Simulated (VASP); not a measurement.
# GaP (I-4m2) in VASP: a series of runs

GaP is run at these levels: PBEsol; tasks: single point.

All numbers are computed with VASP 6.6.1; they aren't measurements. Logs are shortened: lines on timing, memory, paths and dates and some standing lists are left out, and cuts for length are marked.

### Step 1. The cell of the first run

It takes space group I-4m2 (No. 119, tetragonal). The conventional cell has a = 4.008 Å, b = 4.008 Å, c = 5.232 Å, α = 90.00°, β = 90.00°, γ = 90.00°. Ga (site symmetry -4m2) has 4 P at 2.39 Å within 3.2 Å. P (site symmetry -4m2) has 4 Ga at 2.39 Å within 3.2 Å.

### Step 2. Single point, PBEsol (strain +0.040 along x and y, -0.040 along z)

Contents of INCAR:

```
PREC = Accurate
ENCUT = 520
EDIFF = 1E-6
ISMEAR = 0
SIGMA = 0.05
LREAL = F
LASPH = T
NELM = 60
ALGO = Normal
ISIF = 2
LWAVE = F
LCHARG = F
GGA = PS
NBANDS = 16
```

Contents of KPOINTS:

```
Automatic mesh
0
Gamma
  8 8 8
```

Contents of POSCAR:

```
GaP
1.0
    0.0000000000      2.8342600000      2.6162400000
    2.8342600000      0.0000000000      2.6162400000
    2.8342600000      2.8342600000      0.0000000000
Ga P
1 1
Direct
    0.0000000000      0.0000000000      0.0000000000
    0.7500000000      0.7500000000      0.7500000000
```

Potentials or basis: VASP PAW PBE potentials, release 64 (Ga_d, P).

Started as:

```bash
$ cat potpaw_PBE.64/Ga_d/POTCAR potpaw_PBE.64/P/POTCAR > POTCAR
$ mpirun -np 1 vasp_std > vasp.out
```

OUTCAR:

```text
PREC = Accurate
   ENCUT = 520
   EDIFF = 1E-6
   ISMEAR = 0
   LREAL = F
   LASPH = T
   NELM = 60
   ISIF = 2
   GGA = PS

 ion  position               nearest neighbor table
   1  0.000  0.000  0.000-   2 2.39   2 2.39   2 2.39   2 2.39
   2  0.750  0.750  0.750-   1 2.39   1 2.39   1 2.39   1 2.39

  LATTYP: Found a body centered tetragonal cell.
 ALAT       =     4.0082489313
 C/A-ratio  =     1.3054279037

  Lattice vectors:

 A1 = (   0.0000000000,  -2.8342600000,  -2.6162400000)
 A2 = (   0.0000000000,   2.8342600000,  -2.6162400000)
 A3 = (   2.8342600000,   0.0000000000,   2.6162400000)

Analysis of symmetry for initial positions (statically):
=====================================================================
 Subroutine PRICEL returns:
 Original cell was already a primitive cell.

 Routine SETGRP: Setting up the symmetry group for a
 body centered tetragonal supercell.

 Subroutine GETGRP returns: Found  8 space group operations
 (whereof  8 operations were pure point group operations)
 out of a pool of 16 trial point group operations.

The static configuration has the point symmetry D_2d.

Analysis of symmetry for dynamics (positions and initial velocities):
=====================================================================
 Subroutine PRICEL returns:
 Original cell was already a primitive cell.

 Routine SETGRP: Setting up the symmetry group for a
 body centered tetragonal supercell.

 Subroutine GETGRP returns: Found  8 space group operations
 (whereof  8 operations were pure point group operations)
 out of a pool of 16 trial point group operations.

The dynamic configuration has the point symmetry D_2d.

 Subroutine INISYM returns: Found  8 space group operations
 (whereof  8 operations are pure point group operations),
 and found     1 'primitive' translations

----------------------------------------------------------------------------------------

                                     Primitive cell

  volume of cell :      42.0327

  direct lattice vectors                    reciprocal lattice vectors
     0.000000000  2.834260000  2.616240000    -0.176412891  0.176412891  0.191113965
     2.834260000  0.000000000  2.616240000     0.176412891 -0.176412891  0.191113965
     2.834260000  2.834260000  0.000000000     0.176412891  0.176412891 -0.191113965

  length of vectors
     3.857167547  3.857167547  4.008248931     0.314273072  0.314273072  0.314273072

  position of ions in fractional coordinates (direct lattice)
     0.000000000  0.000000000  0.000000000
     0.750000000  0.750000000  0.750000000

  ion indices of the primitive-cell ions
   primitive index   ion index
                 1           1
                 2           2

----------------------------------------------------------------------------------------

 KPOINTS: Automatic mesh

Automatic generation of k-mesh.
 Grid dimensions read from file:
 generate k-points for:    8    8    8

 Generating k-lattice:

  Cartesian coordinates                     Fractional coordinates (reciprocal lattice)
    -0.022051611  0.022051611  0.023889246     0.125000000  0.000000000  0.000000000
     0.022051611 -0.022051611  0.023889246     0.000000000  0.125000000  0.000000000
     0.022051611  0.022051611 -0.023889246    -0.000000000 -0.000000000  0.125000000

  Length of vectors
     0.039284134  0.039284134  0.039284134

  Shift w.r.t. Gamma in fractional coordinates (k-lattice)
     0.000000000  0.000000000  0.000000000

 Subroutine IBZKPT returns following result:
 ===========================================

 Found     59 irreducible k-points:

 Following reciprocal coordinates:
            Coordinates               Weight
  0.000000  0.000000  0.000000      1.000000
  0.125000  0.000000  0.000000      8.000000
  0.250000  0.000000  0.000000      8.000000
  0.375000  0.000000  0.000000      8.000000
  0.500000  0.000000  0.000000      4.000000
  0.125000  0.125000  0.000000      2.000000
[... 16 lines left out ...]
  0.250000  0.000000  0.125000     16.000000
  0.375000  0.000000  0.125000     16.000000
 [... further k-points ...]
   k-points           NKPTS =     59   k-points in BZ     NKDIM =     59   number of bands    NBANDS=     16
   number of dos      NEDOS =    301   number of ions     NIONS =      2
   total plane-waves  NPLWV =  27000
   dimension x,y,z NGX =    30 NGY =   30 NGZ =   30
   dimension x,y,z NGXF=    60 NGYF=   60 NGZF=   60
   ions per type =               1   1
   NGX,Y,Z   is equivalent  to a cutoff of  12.93, 12.93, 12.44 a.u.
   NGXF,Y,Z  is equivalent  to a cutoff of  25.86, 25.86, 24.89 a.u.
 SYSTEM =  unknown system
   PREC   = accura    normal or accurate (medium, high low for compatibility)
   ISTART =      0    job   : 0-new  1-cont  2-samecut
   ICHARG =      2    charge: 1-file 2-atom 10-const
   ISPIN  =      1    spin polarized calculation?
   LNONCOLLINEAR =      F non collinear calculations
   LSORBIT =      F    spin-orbit coupling
   LASPH  =      T    aspherical Exc in radial PAW
   ENCUT  =  520.0 eV  38.22 Ry    6.18 a.u.   7.17  7.17  7.45*2*pi/ulx,y,z
   NELM   =     60;   NELMIN=  2; NELMDL= -5     # of ELM steps
   EDIFF  = 0.1E-05   stopping-criterion for ELM
   LREAL  =      F    real-space projection
   EDIFFG = 0.1E-04   stopping-criterion for IOM
   NSW    =      0    number of steps for IOM
   IBRION =     -1    ionic relax: 0-MD 1-quasi-New 2-CG
   NFREE  =      0    steps in history (QN), initial steepest desc. (CG)
   ISIF   =      2    stress and relaxation
   ISYM   =      2    0-nonsym 1-usesym 2-fastsym
   POTIM  = 0.5000    time-step for ionic-motion
   TEBEG  =    0.0;   TEEND  =   0.0 temperature during run
   PSTRESS=    0.0 pullay stress
   NELECT =      18.0000    total number of electrons
   NUPDOWN=      -1.0000    fix difference up-down
   EMIN   =  10.00;   EMAX   =-10.00  energy-range for DOS
   EFERMI =   0.00;   METHOD = LEGACY
   ISMEAR =     0;   SIGMA  =   0.05  broadening in eV -4-tet -1-fermi 0-gaus
   EFERMI_NEDOS =   21; number of points for ismear=-14 and -15
   IALGO  =     38    algorithm
   IMIX   =      4    mixing-type and parameters
     AMIX     =   0.40;   BMIX     =  1.00
     AMIX_MAG =   1.60;   BMIX_MAG =  1.00
  volume/ion in A,a.u.               =      21.02       141.83
[... 32 lines left out ...]
 Fermi energy:         4.6800113077

 k-point     1 :       0.0000    0.0000    0.0000
  band No.  band energies     occupation
      1     -10.2993      2.00000
      2     -10.2993      2.00000
      3     -10.2773      2.00000
      4     -10.2124      2.00000
      5     -10.1977      2.00000
      6      -8.0400      2.00000
[... 8 lines left out ...]
     15      13.2186      0.00000
     16      14.4457      0.00000

 k-point     2 :       0.1250    0.0000    0.0000
  band No.  band energies     occupation
      1     -10.3066      2.00000
      2     -10.2950      2.00000
      3     -10.2777      2.00000
      4     -10.2128      2.00000
      5     -10.1970      2.00000
      6      -7.8462      2.00000
[... 8 lines left out ...]
     15      13.2985      0.00000
     16      13.8299      0.00000

 k-point     3 :       0.2500    0.0000    0.0000
  band No.  band energies     occupation
      1     -10.3296      2.00000
      2     -10.2860      2.00000
      3     -10.2719      2.00000
      4     -10.2130      2.00000
      5     -10.1939      2.00000
      6      -7.2964      2.00000
[... 8 lines left out ...]
     15      13.0079      0.00000
     16      14.1929      0.00000

 k-point     4 :       0.3750    0.0000    0.0000
  band No.  band energies     occupation
      1     -10.3527      2.00000
      2     -10.2792      2.00000
      3     -10.2660      2.00000
      4     -10.2112      2.00000
      5     -10.1885      2.00000
      6      -6.5321      2.00000
[... 8 lines left out ...]
     15      14.4363      0.00000
     16      14.4552      0.00000

 k-point     5 :       0.5000    0.0000    0.0000
  band No.  band energies     occupation
      1     -10.3619      2.00000
      2     -10.2770      2.00000
      3     -10.2641      2.00000
      4     -10.2098      2.00000
      5     -10.1855      2.00000
      6      -6.0686      2.00000
[... 8 lines left out ...]
     15      15.2820      0.00000
     16      16.1178      0.00000

 k-point     6 :       0.1250    0.1250    0.0000
  band No.  band energies     occupation
      1     -10.2988      2.00000
      2     -10.2909      2.00000
      3     -10.2909      2.00000
      4     -10.2171      2.00000
      5     -10.1940      2.00000
      6      -7.7571      2.00000
[... 8 lines left out ...]
     15      13.4968      0.00000
     16      14.1589      0.00000

 k-point     7 :       0.2500    0.1250    0.0000
  band No.  band energies     occupation
      1     -10.3251      2.00000
      2     -10.2812      2.00000
      3     -10.2787      2.00000
      4     -10.2210      2.00000
      5     -10.1898      2.00000
      6      -7.3034      2.00000
[... 8 lines left out ...]
     15      13.7924      0.00000
     16      15.0145      0.00000

 k-point     8 :       0.3750    0.1250    0.0000
  band No.  band energies     occupation
      1     -10.3498      2.00000
      2     -10.2733      2.00000
      3     -10.2685      2.00000
      4     -10.2210      2.00000
      5     -10.1853      2.00000
      6      -6.5829      2.00000
[... 8 lines left out ...]
     15      14.9401      0.00000
     16      15.0803      0.00000

 k-point     9 :       0.5000    0.1250    0.0000
  band No.  band energies     occupation
      1     -10.3625      2.00000
      2     -10.2706      2.00000
      3     -10.2638      2.00000
      4     -10.2163      2.00000
      5     -10.1844      2.00000
      6      -5.9624      2.00000
[... 8 lines left out ...]
     15      16.0217      0.00000
     16      16.0994      0.00000
[... 172 lines left out ...]
 k-point    19 :       0.5000    0.3750    0.0000
  band No.  band energies     occupation
      1     -10.3865      2.00000
      2     -10.2482      2.00000
      3     -10.2427      2.00000
      4     -10.2406      2.00000
      5     -10.1753      2.00000
      6      -5.2359      2.00000
[... 8 lines left out ...]
     15      16.0076      0.00000
     16      17.2054      0.00000

 k-point    20 :      -0.3750    0.3750    0.0000
  band No.  band energies     occupation
      1     -10.3794      2.00000
      2     -10.2525      2.00000
      3     -10.2466      2.00000
      4     -10.2340      2.00000
      5     -10.1807      2.00000
      6      -5.1518      2.00000
[... 8 lines left out ...]
     15      14.3461      0.00000
     16      18.8162      0.00000

 k-point    21 :       0.5000    0.5000    0.0000
  band No.  band energies     occupation
      1     -10.3941      2.00000
      2     -10.2500      2.00000
      3     -10.2379      2.00000
      4     -10.2379      2.00000
      5     -10.1723      2.00000
      6      -4.9968      2.00000
[... 8 lines left out ...]
     15      16.3539      0.00000
     16      16.9262      0.00000

 k-point    22 :       0.1250    0.0000    0.1250
  band No.  band energies     occupation
      1     -10.3171      2.00000
      2     -10.2902      2.00000
      3     -10.2710      2.00000
      4     -10.2119      2.00000
      5     -10.1983      2.00000
      6      -7.7940      2.00000
[... 8 lines left out ...]
     15      13.6828      0.00000
     16      14.3159      0.00000

 k-point    23 :       0.2500    0.0000    0.1250
  band No.  band energies     occupation
      1     -10.3349      2.00000
      2     -10.2812      2.00000
      3     -10.2657      2.00000
      4     -10.2125      2.00000
      5     -10.1971      2.00000
      6      -7.3720      2.00000
[... 8 lines left out ...]
     15      14.0022      0.00000
     16      15.1308      0.00000

 k-point    24 :       0.3750    0.0000    0.1250
  band No.  band energies     occupation
      1     -10.3530      2.00000
      2     -10.2750      2.00000
      3     -10.2614      2.00000
      4     -10.2117      2.00000
      5     -10.1933      2.00000
      6      -6.6661      2.00000
[... 8 lines left out ...]
     15      14.4288      0.00000
     16      15.2966      0.00000

 [... further k-points ...]
[... 5 lines left out ...]
  --------------------------------------------------------------------------------------
  -------------------------------------------------------------------------------------
  Total       -1.3906900     -1.3906900     -0.0464170      0.0000000      0.0000000      0.0000000
  in kB      -53.0095313    -53.0095313     -1.7692968      0.0000000      0.0000000      0.0000000
  external PRESSURE =     -35.9294531 kB  Pullay stress =       0.0000000 kB

 VOLUME and BASIS-vectors are now :
 -----------------------------------------------------------------------------
  energy-cutoff  :      520.00
  volume of cell :       42.03
      direct lattice vectors                 reciprocal lattice vectors
     0.000000000  2.834260000  2.616240000    -0.176412891  0.176412891  0.191113965
     2.834260000  0.000000000  2.616240000     0.176412891 -0.176412891  0.191113965
     2.834260000  2.834260000  0.000000000     0.176412891  0.176412891 -0.191113965

 POSITION                                       TOTAL-FORCE (eV/Angst)
 -----------------------------------------------------------------------------------
      0.00000      0.00000      0.00000         0.000000      0.000000      0.000000
      4.25139      4.25139      3.92436        -0.000000     -0.000000     -0.000000
 -----------------------------------------------------------------------------------
    total drift:                               -0.000000     -0.000000     -0.000001

  FREE ENERGIE OF THE ION-ELECTRON SYSTEM (eV)
  ---------------------------------------------------
  free  energy   TOTEN  =        -9.8628687248 eV

  energy  without entropy=       -9.8628687248  energy(sigma->0) =       -9.86286872
```

It took 54 s on 1 thread of Intel Xeon Platinum 8259CL at 2.50GHz (Skylake/Cascade Lake), shared host; peak memory 0.19 GiB.

What came out:

- Free energy: -9.8629 eV
- Pressure: -3.6 GPa
- Band gap on the k mesh: 0.85 eV (least direct gap 1.15 eV)

Caveat: the cell differs from its parent crystal (strain +0.040 along x and y, -0.040 along z); the stress differs along the axes, from -5 to -0 GPa; the PAW data sets were made with another functional, which shifts forces and pressure a little.

### Step 3. Single point, PBEsol (strain +0.000 along x and y, +0.080 along z)

INCAR is that of step 2.

Contents of KPOINTS:

```
regular mesh
0
Gamma
  8 8 8
```

Contents of POSCAR:

```
GaP
1.0
    0.0000000000      2.7252500000      2.9432700000
    2.7252500000      0.0000000000      2.9432700000
    2.7252500000      2.7252500000      0.0000000000
Ga P
1 1
Direct
    0.0000000000      0.0000000000      0.0000000000
    0.7500000000      0.7500000000      0.7500000000
```

Potentials or basis: VASP PAW PBE potentials, release 64 (Ga_d, P).

Started as:

```bash
$ cat potpaw_PBE.64/Ga_d/POTCAR potpaw_PBE.64/P/POTCAR > POTCAR
$ mpirun -np 1 vasp_std > vasp.out
```

Wall time 48 s (1 thread of Intel Xeon Platinum 8259CL at 2.50GHz (Skylake/Cascade Lake), shared host); peak memory 0.19 GiB.

The run converged. Its results:

```yaml
Free_energy: -9.8085 eV
Pressure: -6.0 GPa
Band_gap_on_the_k_mesh: 0.93 eV
```

Stress tensor (GPa, compression positive):
```
 -3.90   0.00   0.00
  0.00  -3.90   0.00
  0.00   0.00 -10.20
```

Levels at points of the mesh, in eV from the valence-band top:
| k point | band 5 | band 6 | band 7 | band 8 | band 9 | band 10 | band 11 | band 12 | band 13 | band 14 |
| --- | --- | --- | --- | --- | --- | --- | --- | --- | --- | --- |
| (0.00, 0.00, 0.00) | -14.50 | -12.11 | -0.46 | 0.00 | 0.00 | 0.93 | 3.66 | 3.66 | 3.84 | 8.04 |
| (0.50, 0.00, 0.00) | -14.49 | -10.26 | -6.42 | -1.48 | -0.86 | 1.09 | 4.38 | 4.79 | 7.82 | 9.93 |
| (0.50, 0.50, 0.00) | -14.50 | -9.66 | -6.91 | -2.26 | -2.26 | 1.86 | 2.09 | 9.78 | 9.80 | 9.80 |
| (0.50, 0.00, 0.50) | -14.49 | -9.36 | -6.44 | -2.77 | -2.73 | 1.36 | 1.40 | 9.44 | 9.56 | 10.31 |

Caveat: the cell differs from its parent crystal (strain +0.000 along x and y, +0.080 along z); the stress differs along the axes, from -10 to -4 GPa; the PAW data sets were made with another functional, which shifts forces and pressure a little. A k mesh can miss the band edges.

### Step 4. Single point, PBEsol (strain +0.080 along x and y, -0.080 along z)

Contents of INCAR:

```
SYSTEM = GaP
PREC = Accurate ; ENCUT = 520
EDIFF = 1E-6 ; ISMEAR = 0
SIGMA = 0.05 ; LREAL = .FALSE.
LASPH = .TRUE. ; NELM = 100
ALGO = Normal ; ISIF = 2
LWAVE = .FALSE. ; LCHARG = .FALSE.
GGA = PS ; NBANDS = 16
```

Contents of KPOINTS:

```
regular mesh
0
G
  8 8 8
  0 0 0
```

Contents of POSCAR:

```
GaP
1.0
    0.0000000000      2.9432700000      2.5072300000
    2.9432700000      0.0000000000      2.5072300000
    2.9432700000      2.9432700000      0.0000000000
Ga P
1 1
Direct
    0.0000000000      0.0000000000      0.0000000000
    0.7500000000      0.7500000000      0.7500000000
```

Started as:

```bash
$ cat potpaw_PBE.64/Ga_d/POTCAR potpaw_PBE.64/P/POTCAR > POTCAR
$ mpirun -np 1 vasp_std > vasp.out
```

Wall time 45 s (1 thread of Intel Xeon Platinum 8259CL at 2.50GHz (Skylake/Cascade Lake), shared host); peak memory 0.19 GiB.

The run converged. Its results:

| Quantity | Value |
| --- | --- |
| Free energy | -9.7203 eV |
| Pressure | -6.0 GPa |
| Band gap on the k mesh | 0.26 eV (least direct gap 0.59 eV) |

Stress tensor (GPa, compression positive):
```
-8.89  0.00  0.00
 0.00 -8.89  0.00
 0.00  0.00 -0.13
```

Levels at points of the mesh, in eV from the valence-band top:
```csv
k point,band 6,band 7,band 8,band 9,band 10,band 11,band 12,band 13
"(0.00, 0.00, 0.00)",-12.41,-0.66,-0.66,0.00,0.59,3.33,3.68,3.68
"(0.50, 0.00, 0.00)",-10.53,-6.70,-1.98,-0.94,0.59,3.71,5.17,7.75
"(0.50, 0.50, 0.00)",-9.35,-6.23,-3.52,-3.52,0.41,0.69,9.50,9.50
"(0.50, 0.00, 0.50)",-9.93,-7.19,-2.51,-2.42,1.61,1.89,8.53,8.73
```

Caveat: the cell differs from its parent crystal (strain +0.080 along x and y, -0.080 along z); the stress differs along the axes, from -9 to -0 GPa; semilocal functionals underestimate gaps, and a narrow one can read as zero; the PAW data sets were made with another functional, which shifts forces and pressure a little.

### Step 5. Overview

| cell | gap on the mesh (eV) | pressure (GPa) |
| --- | --- | --- |
| a = 3.857, b = 3.857, c = 4.008 Å, angles 58.7, 58.7, 62.6°, 2 atoms | 0.85 | -3.6 |
| a = 4.011, b = 4.011, c = 3.854 Å, angles 61.3, 61.3, 57.4°, 2 atoms | 0.93 | -6.0 |
| a = 3.866, b = 3.866, c = 4.162 Å, angles 57.4, 57.4, 65.1°, 2 atoms | 0.26 | -6.0 |

Alike in all rows: task single point; level PBEsol; potentials or basis VASP PAW PBE potentials, release 64 (Ga_d, P); no spin polarisation; k mesh 8 × 8 × 8; cutoff (eV) 520; smearing gaussian 0.05 eV.

Caveats: the PAW data sets were made with another functional, which shifts forces and pressure a little; the stress differs along the axes, from -5 to -0 GPa (at least some runs); the stress differs along the axes, from -10 to -4 GPa (at least some runs); the stress differs along the axes, from -9 to -0 GPa (at least some runs); semilocal functionals underestimate gaps, and a narrow one can read as zero (at least some runs).

Absolute energies hang on the potentials; compare differences alone.
